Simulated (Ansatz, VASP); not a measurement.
# One calculation of Pd, two programs

```xyz
2
Lattice="2.8313 0.0000 0.0000 -1.4156 2.4520 0.0000 0.0000 0.0000 4.7253" Properties=species:S:1:pos:R:3 pbc="T T T"
Pd    0.0000    1.6346    1.1813
Pd    1.4156    0.8173    3.5440
```

Alike in both runs: task single point; functional PBEsol; k mesh 15 × 15 × 8; occupations fermi-dirac, width 0.1 eV; no spin polarisation.

```csv
,VASP,Ansatz
version,VASP 6.6.1,Ansatz 0.2.0
potentials or method,"VASP PAW PBE potentials, release 64 (Pd), cutoff 520 eV","plane waves (420 eV) with PAW, scalar-relativistic"
valence electrons in the cell,20,36
```

|  | VASP | Ansatz | Ansatz less VASP |
| --- | --- | --- | --- |
| pressure (GPa) | -16.8 | -16.6 | +0.19 |
| traceless stress, the component that is largest in VASP (GPa) | -0.07 | -0.03 | +0.040 |

VASP's potentials were made for PBE, not for PBEsol, and Ansatz warns of the same on its side. The functional is the same, so the differences come from potentials, cutoffs and numerics. VASP's potentials hold 20 valence electrons a cell and Ansatz's 36, so a difference there can come from the potentials and not from the codes.
